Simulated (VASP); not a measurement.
# CO2 (Pa-3) in VASP: single point with PBE

Aim: the single point of CO2 with PBE.

Everything below comes from runs of VASP 6.6.1. Logs are shortened: lines on timing, memory, paths and dates and some standing lists are left out, and cuts for length are marked.

### 1 The cell of the first run

The structure is cubic, space group Pa-3 (No. 205). Conventional cell: a = 5.630 Å, b = 5.630 Å, c = 5.630 Å, α = 90.00°, β = 90.00°, γ = 90.00°. C (site symmetry -3) has 2 O at 1.17 Å within 1.6 Å. O (site symmetry 3) has 1 C at 1.17 Å within 1.6 Å.

### 2 Single point, PBE

Contents of INCAR:

```
PREC     = Accurate       # precision mode
ENCUT    = 520            # plane-wave cutoff, eV
EDIFF    = 1E-7           # SCF threshold, eV
ISMEAR   = -1             # smearing method
SIGMA    = 0.02           # smearing width, eV
LREAL    = F              # projectors in reciprocal space
LASPH    = T              # aspherical terms in the spheres
NELM     = 60             # most SCF steps
ALGO     = Normal         # electronic algorithm
ISIF     = 2              # what is computed and relaxed
LWAVE    = F              # write WAVECAR
LCHARG   = F              # write CHGCAR
GGA      = PE             # functional
NBANDS   = 44             # bands
```

Contents of KPOINTS:

```
Automatic mesh
0
Gamma
  4 4 4
```

Contents of POSCAR:

```
CO2
1.0
    5.6300000000      0.0000000000      0.0000000000
    0.0000000000      5.6300000000      0.0000000000
    0.0000000000      0.0000000000      5.6300000000
C O
4 8
Direct
    0.0000000000      0.0000000000      0.0000000000
    0.5000000000      0.0000000000      0.5000000000
    0.5000000000      0.5000000000      0.0000000000
    0.0000000000      0.5000000000      0.5000000000
    0.1198097946      0.1198097946      0.1198097946
    0.3801902054      0.8801902054      0.6198097946
    0.6198097946      0.3801902054      0.8801902054
    0.8801902054      0.6198097946      0.3801902054
    0.8801902054      0.8801902054      0.8801902054
    0.6198097946      0.1198097946      0.3801902054
    0.3801902054      0.6198097946      0.1198097946
    0.1198097946      0.3801902054      0.6198097946
```

Potentials or basis: VASP PAW PBE potentials, release 64 (C, O).

The run is started by

```
> cat potpaw_PBE.64/C/POTCAR potpaw_PBE.64/O/POTCAR > POTCAR
> mpirun -np 1 vasp_std > vasp.out
```

OUTCAR:

```text
PREC = Accurate
   ENCUT = 520
   EDIFF = 1E-7
   ISMEAR = -1
   LREAL = F
   LASPH = T
   NELM = 60
   ISIF = 2
   GGA = PE

 ion  position               nearest neighbor table
   1  0.000  0.000  0.000-   5 1.17   9 1.17
   2  0.500  0.000  0.500-   6 1.17  10 1.17
   3  0.500  0.500  0.000-   7 1.17  11 1.17
   4  0.000  0.500  0.500-   8 1.17  12 1.17
   5  0.120  0.120  0.120-   1 1.17
   6  0.380  0.880  0.620-   2 1.17
   7  0.620  0.380  0.880-   3 1.17
   8  0.880  0.620  0.380-   4 1.17
   9  0.880  0.880  0.880-   1 1.17
  10  0.620  0.120  0.380-   2 1.17
  11  0.380  0.620  0.120-   3 1.17
  12  0.120  0.380  0.620-   4 1.17

  LATTYP: Found a simple cubic cell.
 ALAT       =     5.6300000000

  Lattice vectors:

 A1 = (   5.6300000000,   0.0000000000,   0.0000000000)
 A2 = (   0.0000000000,   5.6300000000,   0.0000000000)
 A3 = (   0.0000000000,   0.0000000000,   5.6300000000)

Analysis of symmetry for initial positions (statically):
=====================================================================
 Subroutine PRICEL returns:
 Original cell was already a primitive cell.

 Routine SETGRP: Setting up the symmetry group for a
 simple cubic supercell.

 Subroutine GETGRP returns: Found 24 space group operations
 (whereof  6 operations were pure point group operations)
 out of a pool of 48 trial point group operations.

The static configuration has the point symmetry S_6 .
 The point group associated with its full space group is T_h .

Analysis of symmetry for dynamics (positions and initial velocities):
=====================================================================
 Subroutine PRICEL returns:
 Original cell was already a primitive cell.

 Routine SETGRP: Setting up the symmetry group for a
 simple cubic supercell.

 Subroutine GETGRP returns: Found 24 space group operations
 (whereof  6 operations were pure point group operations)
 out of a pool of 48 trial point group operations.

The dynamic configuration has the point symmetry S_6 .
 The point group associated with its full space group is T_h .

 Subroutine INISYM returns: Found 24 space group operations
 (whereof  6 operations are pure point group operations),
 and found     1 'primitive' translations

----------------------------------------------------------------------------------------

                                     Primitive cell

  volume of cell :     178.4535

  direct lattice vectors                    reciprocal lattice vectors
     5.630000000  0.000000000  0.000000000     0.177619893  0.000000000  0.000000000
     0.000000000  5.630000000  0.000000000     0.000000000  0.177619893  0.000000000
     0.000000000  0.000000000  5.630000000     0.000000000  0.000000000  0.177619893

  length of vectors
     5.630000000  5.630000000  5.630000000     0.177619893  0.177619893  0.177619893

  position of ions in fractional coordinates (direct lattice)
     0.000000000  0.000000000  0.000000000
     0.500000000  0.000000000  0.500000000
     0.500000000  0.500000000  0.000000000
     0.000000000  0.500000000  0.500000000
     0.119809795  0.119809795  0.119809795
     0.380190205  0.880190205  0.619809795
     0.619809795  0.380190205  0.880190205
     0.880190205  0.619809795  0.380190205
     0.880190205  0.880190205  0.880190205
     0.619809795  0.119809795  0.380190205
     0.380190205  0.619809795  0.119809795
     0.119809795  0.380190205  0.619809795

  ion indices of the primitive-cell ions
   primitive index   ion index
                 1           1
                 2           2
                 3           3
                 4           4
                 5           5
                 6           6
                 7           7
                 8           8
                 9           9
                10          10
                11          11
                12          12

----------------------------------------------------------------------------------------

 KPOINTS: Automatic mesh

Automatic generation of k-mesh.
 Grid dimensions read from file:
 generate k-points for:    4    4    4

 Generating k-lattice:

  Cartesian coordinates                     Fractional coordinates (reciprocal lattice)
     0.044404973  0.000000000  0.000000000     0.250000000  0.000000000  0.000000000
     0.000000000  0.044404973  0.000000000     0.000000000  0.250000000  0.000000000
     0.000000000  0.000000000  0.044404973     0.000000000  0.000000000  0.250000000

  Length of vectors
     0.044404973  0.044404973  0.044404973

  Shift w.r.t. Gamma in fractional coordinates (k-lattice)
     0.000000000  0.000000000  0.000000000

 Subroutine IBZKPT returns following result:
 ===========================================

 Found     11 irreducible k-points:

 Following reciprocal coordinates:
            Coordinates               Weight
  0.000000  0.000000  0.000000      1.000000
  0.250000  0.000000  0.000000      6.000000
  0.500000  0.000000  0.000000      3.000000
  0.250000  0.250000  0.000000     12.000000
  0.500000  0.250000  0.000000      6.000000
 -0.250000  0.500000  0.000000      6.000000
  0.500000  0.500000  0.000000      3.000000
  0.250000  0.250000  0.250000      8.000000
  0.500000  0.250000  0.250000     12.000000
  0.500000  0.500000  0.250000      6.000000
  0.500000  0.500000  0.500000      1.000000
   k-points           NKPTS =     11   k-points in BZ     NKDIM =     11   number of bands    NBANDS=     44
   number of dos      NEDOS =    301   number of ions     NIONS =     12
   total plane-waves  NPLWV =  74088
   dimension x,y,z NGX =    42 NGY =   42 NGZ =   42
   dimension x,y,z NGXF=    84 NGYF=   84 NGZF=   84
   ions per type =               4   8
   NGX,Y,Z   is equivalent  to a cutoff of  12.40, 12.40, 12.40 a.u.
   NGXF,Y,Z  is equivalent  to a cutoff of  24.80, 24.80, 24.80 a.u.
 SYSTEM =  unknown system
   PREC   = accura    normal or accurate (medium, high low for compatibility)
   ISTART =      0    job   : 0-new  1-cont  2-samecut
   ICHARG =      2    charge: 1-file 2-atom 10-const
   ISPIN  =      1    spin polarized calculation?
   LNONCOLLINEAR =      F non collinear calculations
   LSORBIT =      F    spin-orbit coupling
   LASPH  =      T    aspherical Exc in radial PAW
   ENCUT  =  520.0 eV  38.22 Ry    6.18 a.u.  10.47 10.47 10.47*2*pi/ulx,y,z
   NELM   =     60;   NELMIN=  2; NELMDL= -5     # of ELM steps
   EDIFF  = 0.1E-06   stopping-criterion for ELM
   LREAL  =      F    real-space projection
   EDIFFG = 0.1E-05   stopping-criterion for IOM
   NSW    =      0    number of steps for IOM
   IBRION =     -1    ionic relax: 0-MD 1-quasi-New 2-CG
   NFREE  =      0    steps in history (QN), initial steepest desc. (CG)
   ISIF   =      2    stress and relaxation
   ISYM   =      2    0-nonsym 1-usesym 2-fastsym
   POTIM  = 0.5000    time-step for ionic-motion
   TEBEG  =    0.0;   TEEND  =   0.0 temperature during run
   PSTRESS=    0.0 pullay stress
   NELECT =      64.0000    total number of electrons
   NUPDOWN=      -1.0000    fix difference up-down
   EMIN   =  10.00;   EMAX   =-10.00  energy-range for DOS
   EFERMI =   0.00;   METHOD = LEGACY
   ISMEAR =    -1;   SIGMA  =   0.02  broadening in eV -4-tet -1-fermi 0-gaus
   EFERMI_NEDOS =   21; number of points for ismear=-14 and -15
   IALGO  =     38    algorithm
   IMIX   =      4    mixing-type and parameters
     AMIX     =   0.40;   BMIX     =  1.00
     AMIX_MAG =   1.60;   BMIX_MAG =  1.00
  volume/ion in A,a.u.               =      14.87       100.36
  Fermi-wavevector in a.u.,A,eV,Ry     =   1.163125  2.197988 18.406778  1.352860
  Thomas-Fermi vector in A             =   2.299678
   LORBIT       =      0    0 simple, 1 ext, 2 COOP (PROOUT), +10 PAW based schemes
   GGA     = PE    functional components
   LHFCALC =     F    Hartree Fock is set to
   AEXX    =    0.0000 exact exchange contribution
   IVDW    =     0    specifies the selected vdW correction
   LEPSILON=     F    determine dielectric tensor
   LRPA    =     F    only Hartree local field effects (RPA)
 non-spin polarized calculation
  energy-cutoff  :      520.00
  volume of cell :      178.45
 maximum number of plane-waves:      4828
 NGX is ok and might be reduce to    42
   NGX = 21   NGY = 21   NGZ = 21

 number of electron      63.9999949 magnetization

 Free energy of the ion-electron system (eV)
  ---------------------------------------------------
  ext. energy  EPLUGINS =         0.00000000
  ---------------------------------------------------
  free energy    TOTEN  =       -92.13518829 eV

  energy without entropy =      -92.13518829  energy(sigma->0) =      -92.13518829

 E-fermi :  -3.2202     XC(G=0):  -7.8201

 val. band max:       -3.6978843454   @ k =   0.0000   0.0000   0.0000
 cond. band min:       3.0685433594   @ k =   0.0000   0.0000   0.0000
 fundamental gap:      6.7664277048
 Fermi energy:        -3.2201973973

 k-point     1 :       0.0000    0.0000    0.0000
  band No.  band energies     occupation
      1     -24.2827      2.00000
      2     -24.0819      2.00000
      3     -24.0819      2.00000
      4     -24.0819      2.00000
      5     -23.1490      2.00000
      6     -23.1490      2.00000
[... 36 lines left out ...]
     43       7.1155      0.00000
     44       7.1155      0.00000

 k-point     2 :       0.2500    0.0000    0.0000
  band No.  band energies     occupation
      1     -24.2551      2.00000
      2     -24.1133      2.00000
      3     -24.0818      2.00000
      4     -24.0818      2.00000
      5     -23.1478      2.00000
      6     -23.1476      2.00000
[... 415 lines left out ...]
 k-point    11 :       0.5000    0.5000    0.5000
  band No.  band energies     occupation
      1     -24.1316      2.00000
      2     -24.1316      2.00000
      3     -24.1316      2.00000
      4     -24.1316      2.00000
      5     -23.1375      2.00000
      6     -23.1375      2.00000
[... 36 lines left out ...]
     43       5.9403      0.00000
     44       5.9403      0.00000

------------------------ aborting loop because EDIFF is reached ----------------------------------------

  FORCE on cell =-STRESS in cart. coord.  units (eV):
  Direction    XX          YY          ZZ          XY          YZ          ZX
  --------------------------------------------------------------------------------------
  -------------------------------------------------------------------------------------
  Total        3.1303925      3.1303925      3.1303925      0.0000000     -0.0000000     -0.0000000
  in kB       28.1050389     28.1050389     28.1050389      0.0000000     -0.0000000     -0.0000000
  external PRESSURE =      28.1050389 kB  Pullay stress =       0.0000000 kB

 VOLUME and BASIS-vectors are now :
 -----------------------------------------------------------------------------
  energy-cutoff  :      520.00
  volume of cell :      178.45
      direct lattice vectors                 reciprocal lattice vectors
     5.630000000  0.000000000  0.000000000     0.177619893  0.000000000  0.000000000
     0.000000000  5.630000000  0.000000000     0.000000000  0.177619893  0.000000000
     0.000000000  0.000000000  5.630000000     0.000000000  0.000000000  0.177619893

 POSITION                                       TOTAL-FORCE (eV/Angst)
 -----------------------------------------------------------------------------------
      0.00000      0.00000      0.00000         0.000000      0.000000      0.000000
      2.81500      0.00000      2.81500         0.000000      0.000000      0.000000
      2.81500      2.81500      0.00000         0.000000      0.000000      0.000000
      0.00000      2.81500      2.81500         0.000000      0.000000      0.000000
      0.67453      0.67453      0.67453         0.375963      0.375963      0.375963
      2.14047      4.95547      3.48953        -0.375963     -0.375963      0.375963
      3.48953      2.14047      4.95547         0.375963     -0.375963     -0.375963
      4.95547      3.48953      2.14047        -0.375963      0.375963     -0.375963
      4.95547      4.95547      4.95547        -0.375963     -0.375963     -0.375963
      3.48953      0.67453      2.14047         0.375963      0.375963     -0.375963
      2.14047      3.48953      0.67453        -0.375963      0.375963      0.375963
      0.67453      2.14047      3.48953         0.375963     -0.375963      0.375963
 -----------------------------------------------------------------------------------
    total drift:                                0.000000     -0.000000     -0.000000

  FREE ENERGIE OF THE ION-ELECTRON SYSTEM (eV)
  ---------------------------------------------------
  free  energy   TOTEN  =       -92.1351882923 eV

  energy  without entropy=      -92.1351882923  energy(sigma->0) =      -92.13518829
```

Run time: 94 s. Hardware: 1 thread of AMD EPYC 7R43 (Zen 3), shared host; peak memory 0.23 GiB.

What came out:

| Property | Result |
| --- | --- |
| Free energy | -92.1352 eV |
| Pressure | 2.8 GPa |
| Largest force | 0.651 eV/Å |
| Band gap on the k mesh | 6.77 eV |

Forces in eV/Å, atoms in the order of the input:
```
C    0.000  0.000  0.000
C    0.000  0.000  0.000
C    0.000  0.000  0.000
C    0.000  0.000  0.000
O    0.376  0.376  0.376
O   -0.376 -0.376  0.376
O    0.376 -0.376 -0.376
O   -0.376  0.376 -0.376
O   -0.376 -0.376 -0.376
O    0.376  0.376 -0.376
O   -0.376  0.376  0.376
O    0.376 -0.376  0.376
```

Caveat: this functional lacks dispersion, which holds the molecules together, so the pressure and a relaxed volume are unreliable.
